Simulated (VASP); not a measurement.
# H18CO10 in VASP: further runs, part 2 of 2

VASP 6.6.1. The steps go on from the part before.

## 4. Single point, PBEsol

Contents of INCAR:

```
PREC = Accurate
ENCUT = 520
EDIFF = 1E-6
ISMEAR = -1
SIGMA = 0.05
LREAL = F
LASPH = T
NELM = 120
ALGO = Normal
ISIF = 2
LWAVE = F
LCHARG = F
GGA = PS
NBANDS = 61
GGA_COMPAT = F
```

Contents of KPOINTS:

```
regular mesh
0
Gamma
  1 1 1
```

Contents of POSCAR:

```
H18CO10
1.0
    6.9333820000      0.0000000000      0.0000000000
    0.0000000000      6.9333820000      0.0000000000
    0.0000000000      0.0000000000      6.9333820000
O H C
10 18 1
Direct
    0.8570276382      0.9648105355      0.7951819184
    0.1951284380      1.0356417691      0.2245368855
    0.0589178557      0.2704740630      0.7869175534
    0.7648504006      0.3019594189      0.0222258055
    0.6198706490      0.3462956462      0.4059058047
    0.4141269008      0.4266316208      0.8252538227
    0.0383506923      0.3488773588      0.4257085503
    0.4277998818      0.7735330319      1.0487522540
    0.6299234630      0.9048542255      0.5224867172
    0.3376130148      0.8954504454      0.6877451726
    0.9540509956      1.0729828531      0.7654850115
    0.9490173771      0.8523113251      0.8170904185
    0.2973007978      0.9482529594      0.1770708725
    0.1444172555      0.9759883416      0.3473485234
    0.0662591503      0.3070939983      0.6505338953
    0.1893448248      0.2978488709      0.8273884231
    0.8478402027      0.3899107247     -0.0403122170
    0.7942444250      0.1658065285      0.0054086159
    0.6322599851      0.3902857220      0.2577674214
    0.5963900446      0.2108639045      0.4156845822
    0.4252758610      0.3980741289      0.6885240132
    0.5419144654      0.3944828080      0.8699794703
   -0.0930714621      0.3616561153      0.3868818998
    0.0992877646      0.2655414053      0.3422716360
    0.4317517771      0.8415806312      0.9263156134
    0.3185314180      0.6888845876      1.0542185617
    0.6917691828      0.9426135759      0.6549761718
    0.3791079159      0.7638407923      0.4372613538
    0.4460737920      0.8544891945      0.5527172742
```

On the command line:

```bash
cat potpaw_PBE.64/O/POTCAR potpaw_PBE.64/H/POTCAR potpaw_PBE.64/C/POTCAR > POTCAR
mpirun -np 1 vasp_gam > vasp.out
```

It took 27 s on 1 thread of Intel Xeon 6975P-C (Granite Rapids), shared host; peak memory 0.37 GiB.

Results (log left out):

```yaml
Free_energy: -147.9232 eV
Pressure: 0.8 GPa
Largest_force: 3.733 eV/Å
```

Forces on the atoms (eV/Å):
```
O    1.361 -1.314  0.435
O   -1.061 -0.062  1.672
O   -0.623 -0.268  0.227
O   -2.638  0.118  1.742
O    0.491  2.555 -2.176
O   -0.791  0.044 -0.463
O   -0.136  2.278  2.398
O    0.858  0.628  1.760
O   -1.645 -0.345  0.770
O    0.967  0.128  0.252
H   -0.120  0.354  0.453
H   -1.326  1.184 -0.286
H    0.372 -0.332 -0.280
H    0.565  0.445 -1.324
H   -0.482  0.334 -1.297
H    1.212  0.042  0.879
H    1.639  0.043 -1.049
H    0.623  0.000 -0.574
H   -0.283 -1.678  2.658
H   -0.097 -1.091 -0.580
H    0.035  0.155 -0.615
H    0.884 -0.414  0.901
H   -1.540  0.012 -0.200
H    1.718 -2.241 -2.441
H   -0.523  0.021 -0.917
H   -0.403 -0.570 -0.636
H    0.761  0.008 -0.338
H    0.682  0.147 -0.320
C   -0.501 -0.181 -0.649
```

Stress tensor (GPa, compression positive):
```
0.96 0.04 0.83
0.04 0.66 1.38
0.83 1.38 0.87
```

Levels at points of the mesh, in eV from the Fermi level:
| k point | band 38 | band 39 | band 40 | band 41 | band 42 | band 43 | band 44 | band 45 |
| --- | --- | --- | --- | --- | --- | --- | --- | --- |
| (0.00, 0.00, 0.00) | -1.51 | -1.36 | -1.30 | -1.25 | 3.64 | 3.86 | 6.04 | 6.19 |

Caveat: the k points lie up to 0.91 Å⁻¹ apart; the PAW data sets were made with another functional, which shifts forces and pressure a little.

## 5. Single point, PBEsol

Contents of INCAR:

```
PREC = Accurate
ENCUT = 520
EDIFF = 1E-6
ISMEAR = -1
SIGMA = 0.05
LREAL = False
LASPH = True
NELM = 120
ALGO = Normal
ISIF = 2
LWAVE = False
LCHARG = True
GGA = PS
LELF = True
LVHAR = True
NBANDS = 61
GGA_COMPAT = False
```

KPOINTS is that of step 4.

Contents of POSCAR:

```
H18CO10
1.0
    6.9333820000      0.0000000000      0.0000000000
    0.0000000000      6.9333820000      0.0000000000
    0.0000000000      0.0000000000      6.9333820000
O H C
10 18 1
Direct
    0.8583257060      0.9724402896      0.8151865857
    0.1579892757      1.0371706045      0.2685413843
    0.0711341161      0.2624548885      0.7598456280
    0.6967306864      0.2245513084     -0.0011826840
    0.6667020510      0.2880268244      0.3689252950
    0.4232277985      0.4088913607      0.8283691855
    0.0227883016      0.3539542463      0.4117038409
    0.4394824921      0.8612535700      1.0558772039
    0.6387647471      0.9097003454      0.5391885230
    0.3516465702      0.8457200252      0.7010575791
    0.9698297310      1.0963048048      0.8116673796
    0.9389212941      0.8637198989      0.7894127282
    0.2080081553      1.0152765274      0.1484701117
    0.0481438928      0.9568346299      0.2735461568
    0.0523986707      0.3070939983      0.6214860223
    0.2090321866      0.2923969861      0.8141769774
    0.8213884653      0.2637529563     -0.0490958092
    0.6879038253      0.0879368828      0.0166008450
    0.6824519405      0.2889498949      0.2325993289
    0.6517454252      0.1394269059      0.3880790068
    0.4396122989      0.4810495080      0.7088027171
    0.5415538910      0.3347284197      0.8777678772
   -0.1302971623      0.3358389888      0.3960693353
    0.0983070023      0.2531232233      0.3295938404
    0.4170403419      0.8554988027      0.9086186222
    0.4581458226      0.7169084294      1.0924394473
    0.7358169505      0.9547144525      0.7004662371
    0.3861895969      0.9024744346      0.4159009268
    0.4494920372      0.8752582794      0.5533086162
```

On the command line:

```bash
cat potpaw_PBE.64/O/POTCAR potpaw_PBE.64/H/POTCAR potpaw_PBE.64/C/POTCAR > POTCAR
mpirun -np 1 vasp_gam > vasp.out
```

It took 28 s on 1 thread of Intel Xeon 6975P-C (Granite Rapids), shared host; peak memory 0.38 GiB.

Results (log left out):

```
Free energy   : -147.9681 eV
Pressure      : 0.1 GPa
Largest force : 4.242 eV/Å
```

Forces in eV/Å, atoms in the order of the input:
```
O    0.394  0.581  0.220
O   -0.618  1.556  2.862
O    0.492 -1.012  2.770
O   -0.906  1.842  0.558
O   -0.669 -2.178  2.016
O   -0.229 -0.408  0.604
O   -0.196 -0.289 -0.405
O    0.489 -2.065  0.391
O   -1.152  0.103  1.435
O    0.353 -0.142 -0.599
H   -0.255  0.435 -1.217
H    0.712 -1.211 -0.204
H    2.228 -0.932 -3.488
H   -1.439 -0.965  0.395
H    0.145  0.180 -1.283
H   -1.022  0.161 -0.966
H    0.835 -0.034 -0.349
H    0.014 -1.336 -0.205
H   -0.168  0.364 -2.209
H    0.140  1.746  0.499
H    0.377 -0.262  0.144
H   -0.674  0.553 -0.621
H    1.660 -0.159  0.130
H   -1.317  0.876  1.119
H    0.082 -0.184  0.386
H   -0.377  2.419 -0.645
H    0.035 -0.275 -0.868
H   -1.141 -0.383 -1.481
C    2.206  1.020  1.011
```

Stress tensor (GPa, compression positive):
```
-1.42 -1.55 -0.41
-1.55 -1.59  0.98
-0.41  0.98  3.30
```

Levels at points of the mesh, in eV from the Fermi level:
```csv
k point,band 37,band 38,band 39,band 40,band 41,band 42,band 43,band 44,band 45,band 46
"(0.00, 0.00, 0.00)",-2.14,-1.95,-1.80,-1.69,-1.27,2.97,3.56,5.51,5.74,6.11
```

Caveat: the k points lie up to 0.91 Å⁻¹ apart; the atoms stand as in a frame of molecular dynamics; the PAW data sets were made with another functional, which shifts forces and pressure a little.

## 6. Single point, PBEsol

Contents of INCAR:

```
SYSTEM = H18CO10
PREC = Accurate ; ENCUT = 520
EDIFF = 1E-6 ; ISMEAR = -1
SIGMA = 0.05 ; LREAL = .FALSE.
LASPH = .TRUE. ; NELM = 120
ALGO = Normal ; ISIF = 2
LWAVE = .FALSE. ; LCHARG = .FALSE.
GGA = PS ; NBANDS = 61
GGA_COMPAT = .FALSE.
```

Contents of KPOINTS:

```
regular mesh
0
G
  1 1 1
  0 0 0
```

Contents of POSCAR:

```
H18CO10
1.0
    6.9333820000      0.0000000000      0.0000000000
    0.0000000000      6.9333820000      0.0000000000
    0.0000000000      0.0000000000      6.9333820000
O H C
10 18 1
Direct
    0.9941468680      0.8789938301      0.7575956438
    0.0700523929      1.0651367543      0.2726952013
    0.0851388255      0.2527049570      0.7809464414
    0.6812115646      0.2088158420     -0.0018894098
    0.6855673032      0.2961181138      0.3776656183
    0.3800021404      0.4278575737      0.8335037648
   -0.0072403338      0.3962712569      0.4567900629
    0.4658909606      0.9142147368      1.0784347379
    0.6396445486      0.9529981184      0.5935342954
    0.3808675189      0.8165856144      0.7189564919
    1.1065306945      1.1079008772      0.7894848430
    1.0644588745      0.7721195803      0.6923605248
    0.1691670818      1.0006083611      0.2126956224
    0.0567255634      0.9807190776      0.3917424426
    0.0201777430      0.3358389888      0.5898564366
    0.1945515190      0.3374110932      0.8255567052
    0.8098068158      0.1789314363     -0.0671966437
    0.6094572605      0.0892782195      0.0225286880
    0.6770577476      0.2858489551      0.2272051360
    0.6932691722      0.1612488682      0.4289248739
    0.4353286751      0.5564384019      0.8076001005
    0.4925734656      0.3399639599      0.8531911266
   -0.1649699959      0.3681897233      0.4183816787
    0.0683504818      0.3016132675      0.3887857326
    0.4530400892      0.8920466231      0.9281040623
    0.5835968651      0.8340518379      1.1045114779
    0.8676141023      0.8745227077      0.7162738185
    0.4226364565      0.8266672744      0.4256508584
    0.4887802230      0.8684506349      0.5780440195
```

Potentials or basis: VASP PAW PBE potentials, release 64 (O, H, C).

On the command line:

```bash
cat potpaw_PBE.64/O/POTCAR potpaw_PBE.64/H/POTCAR potpaw_PBE.64/C/POTCAR > POTCAR
mpirun -np 1 vasp_gam > vasp.out
```

Wall time 26 s (1 thread of Intel Xeon 6975P-C (Granite Rapids), shared host); peak memory 0.37 GiB.

It converged, with:

- Free energy: -148.6461 eV
- Pressure: 1.0 GPa
- Largest force: 4.406 eV/Å

Forces on the atoms (eV/Å):
```
O    3.581 -0.661  0.499
O   -2.480  0.325  3.234
O   -1.463 -1.291 -0.182
O    1.830  1.211 -0.736
O   -1.257 -0.418 -1.390
O    1.589  0.296  0.228
O    0.769  1.417  1.095
O    1.269 -0.776 -0.738
O    3.355  1.876 -0.333
O    0.389 -0.128  0.004
H   -0.186  1.061 -0.184
H   -0.073  0.720  0.631
H    2.920 -1.423 -2.114
H   -0.191  1.040 -1.002
H    0.070  0.130  1.288
H    0.476 -0.294 -0.091
H   -1.226  0.448  0.750
H   -0.572 -0.872  0.170
H    0.219 -0.305  0.807
H   -0.391  0.084  0.046
H   -0.622  0.047 -0.107
H   -0.270  0.203  0.251
H    0.048 -0.396 -0.125
H    0.622 -0.935 -1.683
H   -0.691 -0.327  0.397
H   -1.083  0.383  0.182
H   -3.497  0.084 -1.182
H    0.748  0.486  0.912
C   -3.884 -1.984 -0.628
```

Stress tensor (GPa, compression positive):
```
 4.52  2.02  0.42
 2.02  0.38  0.94
 0.42  0.94 -1.87
```

Levels at points of the mesh, in eV from the Fermi level:
```tsv
k point	band 38	band 39	band 40	band 41	band 42	band 43	band 44	band 45
(0.00, 0.00, 0.00)	-1.78	-1.41	-1.23	-1.22	3.54	4.57	5.81	6.08
```

Caveat: the k points lie up to 0.91 Å⁻¹ apart; the atoms stand as in a frame of molecular dynamics; the PAW data sets were made with another functional, which shifts forces and pressure a little.

## 7. Single point, PBEsol

Contents of INCAR:

```
  PREC = Accurate
  ENCUT = 520
  EDIFF = 1E-6
  ISMEAR = -1
  SIGMA = 0.05
  LREAL = False
  LASPH = True
  NELM = 120
  ALGO = Normal
  ISIF = 2
  LWAVE = False
  LCHARG = False
  GGA = PS
  NBANDS = 61
  GGA_COMPAT = False
```

Contents of KPOINTS:

```
regular mesh
0
Gamma
  1 1 1
```

Contents of POSCAR:

```
H18CO10
1.0
    6.9333820000      0.0000000000      0.0000000000
    0.0000000000      6.9333820000      0.0000000000
    0.0000000000      0.0000000000      6.9333820000
O H C
10 18 1
Direct
    1.0364783016      0.9086330452      0.7000479708
    0.0743071707      1.0953961573      0.2814643705
    0.0341391834      0.2391185139      0.8052924244
    0.6684183851      0.2191426926     -0.0081057123
    0.6921730261      0.3711175873      0.3483004398
    0.3643820577      0.4384873068      0.8918302785
   -0.0024951748      0.3938770430      0.5033762744
    0.4401026800      0.8956667900      1.0716270934
    0.6497983235      0.9864882679      0.6484137179
    0.4112567287      0.7606821606      0.6796106143
    1.0484349485      1.0879106329      0.7609561971
    1.1475063685      0.8094895103      0.6740144997
    0.1831862142      1.0486368701      0.1949986313
    0.0757350453      1.0112380942      0.3860020983
    0.0128797173      0.3211131306      0.6660241712
    0.1672488260      0.2970267613      0.8426767774
    0.7983838190      0.2025706935     -0.0618889887
    0.6187168109      0.0903455197      0.0496150364
    0.6962979971      0.3400504977      0.2108350586
    0.7004662371      0.2441665554      0.4129297939
    0.3823963543      0.5327270299      0.7817252821
    0.4880879202      0.3643532118      0.9117484079
   -0.1299221650      0.4224056889      0.4317085082
    0.0542880805      0.2891229706      0.4102759663
    0.4229537620      0.8503786464      0.9226810235
    0.4838764113      0.7903069527      1.1376554761
    0.9075801679      0.8864793545      0.6585098008
    0.5187511665      0.8465421348      0.4154393916
    0.5292799387      0.8665179562      0.5843901288
```

Potentials or basis: VASP PAW PBE potentials, release 64 (O, H, C).

On the command line:

```bash
cat potpaw_PBE.64/O/POTCAR potpaw_PBE.64/H/POTCAR potpaw_PBE.64/C/POTCAR > POTCAR
mpirun -np 1 vasp_gam > vasp.out
```

OUTCAR:

```text
PREC = Accurate
   ENCUT = 520
   EDIFF = 1E-6
   ISMEAR = -1
   LREAL = False
   LASPH = True
   NELM = 120
   ISIF = 2
   GGA = PS

 ion  position               nearest neighbor table
   1  0.036  0.909  0.700-  27 0.95  12 1.05  11 1.32
   2  0.074  0.095  0.281-  14 0.93  13 1.02
   3  0.034  0.239  0.805-  16 1.04  11 1.10  15 1.13
   4  0.668  0.219  0.992-  17 0.98  18 1.04
   5  0.692  0.371  0.348-  19 0.98  20 0.99  23 1.41
   6  0.364  0.438  0.892-  22 1.01  21 1.01
   7  0.998  0.394  0.503-  23 1.03  24 1.05  15 1.24
   8  0.440  0.896  0.072-  26 0.91  25 1.09
   9  0.650  0.986  0.648-  29 1.26
[... 304 lines left out ...]
  Total       -3.4153941     -1.6120290     -1.2448213     -0.4846495     -3.2893082      3.2803527
  in kB      -16.4178401     -7.7490424     -5.9838707     -2.3297160    -15.8117437     15.7686943
  external PRESSURE =     -10.0502511 kB  Pullay stress =       0.0000000 kB

 VOLUME and BASIS-vectors are now :
 -----------------------------------------------------------------------------
  energy-cutoff  :      520.00
  volume of cell :      333.30
      direct lattice vectors                 reciprocal lattice vectors
     6.933382000  0.000000000  0.000000000     0.144229757  0.000000000  0.000000000
     0.000000000  6.933382000  0.000000000     0.000000000  0.144229757  0.000000000
     0.000000000  0.000000000  6.933382000     0.000000000  0.000000000  0.144229757

 POSITION                                       TOTAL-FORCE (eV/Angst)
 -----------------------------------------------------------------------------------
      0.25292      6.29990      4.85370         3.134286     -1.051808     -0.050017
      0.51520      0.66142      1.95150         1.117549      1.125800     -2.822966
      0.23670      1.65790      5.58340         1.088083     -0.007739      0.708864
      4.63440      1.51940      6.87718        -0.589622     -0.805405      1.334354
      4.79910      2.57310      2.41490        -0.636171     -0.091371      0.891667
      2.52640      3.04020      6.18340        -0.157099     -0.001120     -0.751919
[... 21 lines left out ...]
      3.59670      5.86940      2.88040         0.051517      0.182321      1.094881
      3.66970      6.00790      4.05180         0.142865      0.057581     -0.947878
 -----------------------------------------------------------------------------------
    total drift:                                0.001559     -0.000099     -0.000944

  FREE ENERGIE OF THE ION-ELECTRON SYSTEM (eV)
  ---------------------------------------------------
  free  energy   TOTEN  =      -148.9142251404 eV

  energy  without entropy=     -148.9142251404  energy(sigma->0) =     -148.91422514
```

OSZICAR:

```text
N       E                     dE             d eps       ncg     rms          rms(c)
DAV:   1     0.699335818220E+03    0.69934E+03   -0.43805E+04   122   0.123E+03
DAV:   2    -0.852934255892E+02   -0.78463E+03   -0.74633E+03   151   0.306E+02
DAV:   3    -0.160010503142E+03   -0.74717E+02   -0.74163E+02   148   0.102E+02
DAV:   4    -0.161370310486E+03   -0.13598E+01   -0.13553E+01   156   0.152E+01
DAV:   5    -0.161394377210E+03   -0.24067E-01   -0.24056E-01   156   0.192E+00    0.217E+01
DAV:   6    -0.149443584881E+03    0.11951E+02   -0.38393E+01   148   0.247E+01    0.847E+00
DAV:   7    -0.149053828859E+03    0.38976E+00   -0.14052E+00   148   0.490E+00    0.513E+00
DAV:   8    -0.148897271945E+03    0.15656E+00   -0.40922E-01   148   0.322E+00    0.726E-01
DAV:   9    -0.148900230596E+03   -0.29587E-02   -0.45301E-02   148   0.112E+00    0.345E-01
DAV:  10    -0.148909362030E+03   -0.91314E-02   -0.14882E-02   132   0.573E-01    0.174E-01
DAV:  11    -0.148911850193E+03   -0.24882E-02   -0.15679E-03   148   0.259E-01    0.935E-02
DAV:  12    -0.148913986629E+03   -0.21364E-02   -0.14814E-03   132   0.214E-01    0.405E-02
DAV:  13    -0.148914197640E+03   -0.21101E-03   -0.26444E-04   148   0.974E-02    0.196E-02
DAV:  14    -0.148914228863E+03   -0.31223E-04   -0.65551E-05   132   0.389E-02    0.153E-02
DAV:  15    -0.148914226074E+03    0.27897E-05   -0.23427E-05   148   0.282E-02    0.600E-03
DAV:  16    -0.148914225140E+03    0.93333E-06   -0.61734E-06   132   0.125E-02
   1 F= -.14891423E+03 E0= -.14891423E+03  d E =-.758026E-10
```

Run time: 25 s. Hardware: 1 thread of Intel Xeon 6975P-C (Granite Rapids), shared host; peak memory 0.38 GiB.

Results:

- Free energy: -148.9142 eV
- Pressure: -1.0 GPa
- Largest force: 4.984 eV/Å

Forces on the atoms (eV/Å):
```
O    3.134 -1.052 -0.050
O    1.118  1.126 -2.823
O    1.088 -0.008  0.709
O   -0.590 -0.805  1.334
O   -0.636 -0.091  0.892
O   -0.157 -0.001 -0.752
O    1.668 -0.385 -1.057
O   -1.452  2.911 -3.776
O   -0.390 -0.910 -0.551
O   -0.079  0.891  0.407
H    0.193  0.608  0.321
H   -1.287  1.201  0.248
H   -0.816  0.435  0.756
H   -0.008 -1.872  2.140
H   -0.628  0.090 -0.388
H   -0.239 -0.074  0.331
H    0.118 -0.063 -0.134
H    0.295  1.052 -1.114
H   -0.119 -0.394 -1.179
H   -0.437  0.228 -0.090
H    0.132 -0.640  0.858
H   -0.353  0.131 -0.191
H   -0.188 -0.062  0.280
H   -0.270  1.013  0.656
H    0.410  0.337  1.821
H    1.118 -3.196  1.740
H   -1.819 -0.708 -0.535
H    0.052  0.182  1.095
C    0.143  0.058 -0.948
```

Stress tensor (GPa, compression positive):
```
-1.64 -0.23  1.58
-0.23 -0.77 -1.58
 1.58 -1.58 -0.60
```

Levels at points of the mesh, in eV from the Fermi level:
```tsv
k point	band 38	band 39	band 40	band 41	band 42	band 43	band 44	band 45
(0.00, 0.00, 0.00)	-1.96	-1.86	-1.63	-1.21	3.44	3.99	5.75	6.25
```

Caveat: the k points lie up to 0.91 Å⁻¹ apart; the atoms stand as in a frame of molecular dynamics; the PAW data sets were made with another functional, which shifts forces and pressure a little.

## 8. Summary

```csv
cell,pressure (GPa),largest force (eV/Å)
"as given, atomic positions A",0.9,3.71
"as given, atomic positions B",-1.0,2.27
"as given, atomic positions C",0.8,3.73
"as given, atomic positions D",0.1,4.24
"as given, atomic positions E",1.0,4.41
"as given, atomic positions F",-1.0,4.98
```

Alike in all rows: task single point; level PBEsol; potentials or basis VASP PAW PBE potentials, release 64 (O, H, C); no spin polarisation; k mesh 1 × 1 × 1; cutoff (eV) 520; smearing fermi-dirac 0.05 eV.

Caveats: all runs use coarse meshes; the PAW data sets were made with another functional, which shifts forces and pressure a little; the atoms stand as in a frame of molecular dynamics (at least some runs).

Absolute energies hang on the potentials; compare differences alone.
